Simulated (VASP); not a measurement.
# Al2Au (Fm-3m) in VASP: further runs

Al2Au is run at these levels: PBE; tasks: single point, relaxation of cell and atoms.

Everything below comes from runs of VASP 6.6.1. Logs are shortened: lines on timing, memory, paths and dates and some standing lists are left out, and cuts for length are marked.

### 1 The cell of the first run

Symmetry: Fm-3m, No. 225, cubic system. Conventional cell: a = 6.062 Å, b = 6.062 Å, c = 6.062 Å, α = 90.00°, β = 90.00°, γ = 90.00°. Al (site symmetry -43m) has 4 Au at 2.62 Å and 6 Al at 3.03 Å within 3.5 Å. Within 3.5 Å of Au (site symmetry m-3m) lie 8 Al at 2.62 Å.

### 2 Single point, PBE

Contents of INCAR:

```
SYSTEM = Al2Au
PREC = Accurate
ENCUT = 520
EDIFF = 1E-6
ISMEAR = 0
SIGMA = 0.1
LREAL = .False.
LASPH = .True.
NELM = 100
ALGO = Normal
ISIF = 2
LWAVE = .False.
LCHARG = .False.
GGA = PE
NBANDS = 16
```

Contents of KPOINTS:

```
Automatic mesh
0
Gamma
  12 12 12
  0 0 0
```

Contents of POSCAR:

```
Al2Au
1.0
    0.0000000000      3.0308328014      3.0308328014
    3.0308328014      0.0000000000      3.0308328014
    3.0308328014      3.0308328014      0.0000000000
Al Au
2 1
Direct
    0.2500000000      0.2500000000      0.2500000000
    0.7500000000      0.7500000000      0.7500000000
    0.0000000000      0.0000000000      0.0000000000
```

Potentials or basis: VASP PAW PBE potentials, release 64 (Al, Au).

Run with:

```sh
$ cat potpaw_PBE.64/Al/POTCAR potpaw_PBE.64/Au/POTCAR > POTCAR
$ mpirun -np 1 vasp_std > vasp.out
```

OUTCAR:

```text
SYSTEM = Al2Au
   PREC = Accurate
   ENCUT = 520
   EDIFF = 1E-6
   ISMEAR = 0
   LREAL = .False.
   LASPH = .True.
   NELM = 100
   ISIF = 2
   GGA = PE

 ion  position               nearest neighbor table
   1  0.250  0.250  0.250-   3 2.62   3 2.62   3 2.62   3 2.62   2 3.03   2 3.03   2 3.03   2 3.03
                             2 3.03   2 3.03
   2  0.750  0.750  0.750-   3 2.62   3 2.62   3 2.62   3 2.62   1 3.03   1 3.03   1 3.03   1 3.03
                             1 3.03   1 3.03
   3  0.000  0.000  0.000-   1 2.62   2 2.62   2 2.62   2 2.62   2 2.62   1 2.62   1 2.62   1 2.62

  LATTYP: Found a face centered cubic cell.
 ALAT       =     6.0616656028

  Lattice vectors:

 A1 = (   0.0000000000,   3.0308328014,   3.0308328014)
 A2 = (   3.0308328014,   0.0000000000,   3.0308328014)
 A3 = (   3.0308328014,   3.0308328014,   0.0000000000)

Analysis of symmetry for initial positions (statically):
=====================================================================
 Subroutine PRICEL returns:
 Original cell was already a primitive cell.

 Routine SETGRP: Setting up the symmetry group for a
 face centered cubic supercell.

 Subroutine GETGRP returns: Found 48 space group operations
 (whereof 48 operations were pure point group operations)
 out of a pool of 48 trial point group operations.

The static configuration has the point symmetry O_h .

Analysis of symmetry for dynamics (positions and initial velocities):
=====================================================================
 Subroutine PRICEL returns:
 Original cell was already a primitive cell.

 Routine SETGRP: Setting up the symmetry group for a
 face centered cubic supercell.

 Subroutine GETGRP returns: Found 48 space group operations
 (whereof 48 operations were pure point group operations)
 out of a pool of 48 trial point group operations.

The dynamic configuration has the point symmetry O_h .

 Subroutine INISYM returns: Found 48 space group operations
 (whereof 48 operations are pure point group operations),
 and found     1 'primitive' translations

----------------------------------------------------------------------------------------

                                     Primitive cell

  volume of cell :      55.6821

  direct lattice vectors                    reciprocal lattice vectors
     0.000000000  3.030832801  3.030832801    -0.164971159  0.164971159  0.164971159
     3.030832801  0.000000000  3.030832801     0.164971159 -0.164971159  0.164971159
     3.030832801  3.030832801  0.000000000     0.164971159  0.164971159 -0.164971159

[... 83 lines left out ...]
   ENCUT  =  520.0 eV  38.22 Ry    6.18 a.u.   7.97  7.97  7.97*2*pi/ulx,y,z
   NELM   =    100;   NELMIN=  2; NELMDL= -5     # of ELM steps
   EDIFF  = 0.1E-05   stopping-criterion for ELM
   LREAL  =      F    real-space projection
   EDIFFG = 0.1E-04   stopping-criterion for IOM
   NSW    =      0    number of steps for IOM
   IBRION =     -1    ionic relax: 0-MD 1-quasi-New 2-CG
   NFREE  =      0    steps in history (QN), initial steepest desc. (CG)
   ISIF   =      2    stress and relaxation
   ISYM   =      2    0-nonsym 1-usesym 2-fastsym
   POTIM  = 0.5000    time-step for ionic-motion
   TEBEG  =    0.0;   TEEND  =   0.0 temperature during run
   PSTRESS=    0.0 pullay stress
   NELECT =      17.0000    total number of electrons
   NUPDOWN=      -1.0000    fix difference up-down
   EMIN   =  10.00;   EMAX   =-10.00  energy-range for DOS
   EFERMI =   0.00;   METHOD = LEGACY
   ISMEAR =     0;   SIGMA  =   0.10  broadening in eV -4-tet -1-fermi 0-gaus
   EFERMI_NEDOS =   21; number of points for ismear=-14 and -15
   IALGO  =     38    algorithm
   IMIX   =      4    mixing-type and parameters
     AMIX     =   0.40;   BMIX     =  1.00
     AMIX_MAG =   1.60;   BMIX_MAG =  1.00
  volume/ion in A,a.u.               =      18.56       125.25
  Fermi-wavevector in a.u.,A,eV,Ry     =   1.102349  2.083138 16.533440  1.215174
  Thomas-Fermi vector in A             =   2.238791
   LORBIT       =      0    0 simple, 1 ext, 2 COOP (PROOUT), +10 PAW based schemes
   GGA     = PE    functional components
   LHFCALC =     F    Hartree Fock is set to
   AEXX    =    0.0000 exact exchange contribution
   IVDW    =     0    specifies the selected vdW correction
   LEPSILON=     F    determine dielectric tensor
   LRPA    =     F    only Hartree local field effects (RPA)
 non-spin polarized calculation
 Gauss-broadening in eV      SIGMA  =   0.10
  energy-cutoff  :      520.00
  volume of cell :       55.68
 maximum number of plane-waves:      1524
   NGX = 15   NGY = 15   NGZ = 15

 number of electron      17.0000002 magnetization

 Free energy of the ion-electron system (eV)
  ---------------------------------------------------
  ext. energy  EPLUGINS =         0.00000000
  ---------------------------------------------------
  free energy    TOTEN  =       -12.02421358 eV

  energy without entropy =      -12.01955818  energy(sigma->0) =      -12.02188588

 E-fermi :   7.4557     XC(G=0): -10.3934

 val. band max:        7.4354331590   @ k =   0.5000   0.1667   0.0833
 cond. band min:       7.4699214054   @ k =  -0.2500   0.0833   0.0000
 fundamental gap:      0.0344882464
 Fermi energy:         7.4556592019

 k-point     1 :       0.0000    0.0000    0.0000
  band No.  band energies     occupation
      1      -2.8835      2.00000
      2       1.0140      2.00000
      3       1.0140      2.00000
      4       1.0140      2.00000
      5       1.9386      2.00000
      6       1.9386      2.00000
[... 433 lines left out ...]
      3       1.3701      2.00000
      4       1.3807      2.00000
      5       1.9858      2.00000
      6       1.9961      2.00000
[... 8 lines left out ...]
     15      15.5898      0.00000
     16      16.0595      0.00000

 [... further k-points ...]
[... 5 lines left out ...]
  --------------------------------------------------------------------------------------
  -------------------------------------------------------------------------------------
  Total       -0.0921914     -0.0921914     -0.0921914      0.0000000     -0.0000000     -0.0000000
  in kB       -2.6526806     -2.6526806     -2.6526806      0.0000000     -0.0000000     -0.0000000
  external PRESSURE =      -2.6526806 kB  Pullay stress =       0.0000000 kB

 VOLUME and BASIS-vectors are now :
 -----------------------------------------------------------------------------
  energy-cutoff  :      520.00
  volume of cell :       55.68
      direct lattice vectors                 reciprocal lattice vectors
     0.000000000  3.030832801  3.030832801    -0.164971159  0.164971159  0.164971159
     3.030832801  0.000000000  3.030832801     0.164971159 -0.164971159  0.164971159
     3.030832801  3.030832801  0.000000000     0.164971159  0.164971159 -0.164971159

 POSITION                                       TOTAL-FORCE (eV/Angst)
 -----------------------------------------------------------------------------------
      1.51542      1.51542      1.51542         0.000000     -0.000000     -0.000000
      4.54625      4.54625      4.54625        -0.000000      0.000000      0.000000
      0.00000      0.00000      0.00000        -0.000000     -0.000000     -0.000000
 -----------------------------------------------------------------------------------
    total drift:                                0.000000     -0.000000      0.000000

  FREE ENERGIE OF THE ION-ELECTRON SYSTEM (eV)
  ---------------------------------------------------
  free  energy   TOTEN  =       -12.0242135806 eV

  energy  without entropy=      -12.0195581807  energy(sigma->0) =      -12.02188588
```

OSZICAR:

```text
N       E                     dE             d eps       ncg     rms          rms(c)
DAV:   1     0.558903791665E+02    0.55890E+02   -0.68158E+03  2344   0.876E+02
DAV:   2    -0.118249587637E+02   -0.67715E+02   -0.61622E+02  2920   0.169E+02
DAV:   3    -0.132452088514E+02   -0.14203E+01   -0.14154E+01  2960   0.235E+01
DAV:   4    -0.132561732113E+02   -0.10964E-01   -0.10964E-01  2792   0.241E+00
DAV:   5    -0.132563798244E+02   -0.20661E-03   -0.20661E-03  2960   0.341E-01    0.873E+00
DAV:   6    -0.121293802052E+02    0.11270E+01   -0.45219E+00  2592   0.212E+01    0.402E+00
DAV:   7    -0.120518228269E+02    0.77557E-01   -0.21336E-01  2416   0.463E+00    0.184E+00
DAV:   8    -0.120250141318E+02    0.26809E-01   -0.23465E-02  2784   0.974E-01    0.404E-01
DAV:   9    -0.120240728801E+02    0.94125E-03   -0.27650E-03  2752   0.522E-01    0.183E-01
DAV:  10    -0.120242147811E+02   -0.14190E-03   -0.21246E-04  2544   0.858E-02    0.324E-02
DAV:  11    -0.120242115563E+02    0.32248E-05   -0.65977E-06  2960   0.186E-02    0.133E-02
DAV:  12    -0.120242135452E+02   -0.19890E-05   -0.44727E-06  2544   0.113E-02    0.265E-03
DAV:  13    -0.120242135806E+02   -0.35344E-07   -0.73362E-08  1640   0.216E-03
   1 F= -.12024214E+02 E0= -.12021886E+02  d E =-.465540E-02
```

stdout:

```text
POSCAR found type information on POSCAR AlAu
 POSCAR found :  2 types and       3 ions
 scaLAPACK will be used
 LDA part: xc-table for (Slater+PW92), standard interpolation
 POSCAR, INCAR and KPOINTS ok, starting setup
 FFT: planning ... GRIDC
 FFT: planning ... GRID_SOFT
 FFT: planning ... GRID
 WAVECAR not read
 entering main loop
```

Wall time 55 s (1 thread of Intel Xeon 6975P-C, shared host); peak memory 0.21 GiB.

What came out:

```yaml
Free_energy: -12.0242 eV
Pressure: -0.3 GPa
```

Caveat: spin-orbit coupling is left out, which moves the levels of the heavy elements.

### 3 Relaxation of cell and atoms, PBE

This run uses another cell than the first one, of 18.04 Å³/atom, 0.972 times its volume.

Contents of INCAR:

```
ALGO = Normal
EDIFF = 1E-6
EDIFFG = -0.005
ENCUT = 600
GGA = PE
IBRION = 2
ISIF = 3
ISMEAR = 0
LASPH = T
LCHARG = F
LREAL = F
LWAVE = F
NELM = 80
NSW = 100
PREC = Accurate
SIGMA = 0.1
```

Contents of KPOINTS:

```
k-points
0
Gamma
  12 12 12
```

Contents of POSCAR:

```
Al2Au
1.0
    0.0000000000      3.0023346623      3.0023346623
    3.0023346623      0.0000000000      3.0023346623
    3.0023346623      3.0023346623      0.0000000000
Al Au
2 1
Direct
    0.2500000000      0.2500000000      0.2500000000
    0.7500000000      0.7500000000      0.7500000000
    0.0000000000      0.0000000000      0.0000000000
```

Potentials or basis: VASP PAW PBE potentials, release 64 (Al, Au).

Run with:

```sh
$ cat potpaw_PBE.64/Al/POTCAR potpaw_PBE.64/Au/POTCAR > POTCAR
$ mpirun -np 1 vasp_std > vasp.out
```

Run time: 2.5 min. Hardware: 1 thread of Intel Xeon 6975P-C, shared host; peak memory 0.25 GiB.

It converged, with:

```yaml
Free_energy: -12.0241 eV
Relaxed_volume: 18.52 Å³/atom
Relaxed_cell: a = 4.283 Å, b = 4.283 Å, c = 4.283 Å, α = 60.00°, β = 60.00°, γ = 60.00°
Space_group_after_relaxing_to_0.05_Å: Fm-3m (No. 225)
Energy_gained_by_relaxing: 4.2 meV/atom
Ionic_steps: 3
Pressure_after_relaxing: 0.0 GPa
```

Step by step:
```tsv
step	energy change (eV)	largest force (eV/Å)	pressure (GPa)	volume (Å³)
1	0.0000	0.0000	2.91	54.13
2	-0.0047	0.0000	-2.14	56.74
3	-0.0126	0.0000	0.01	55.56
```

Final structure:
```xyz
3
Lattice="0.0000 3.0286 3.0286 3.0286 0.0000 3.0286 3.0286 3.0286 0.0000" Properties=species:S:1:pos:R:3 pbc="T T T"
Al    1.5143    1.5143    1.5143
Al    4.5429    4.5429    4.5429
Au    0.0000    0.0000    0.0000
```

Levels at points of the mesh, in eV from the Fermi level:
```tsv
k point	band 7	band 8	band 9	band 10	band 11	band 12
(0.00, 0.00, 0.00)	2.03	2.94	2.94	2.94	3.77	3.77
(0.50, 0.00, 0.00)	-5.35	0.37	0.37	3.22	3.37	3.72
(0.50, 0.50, 0.00)	-4.94	-2.05	-2.05	1.09	2.07	7.62
```

Caveat: spin-orbit coupling is left out, which moves the levels of the heavy elements.
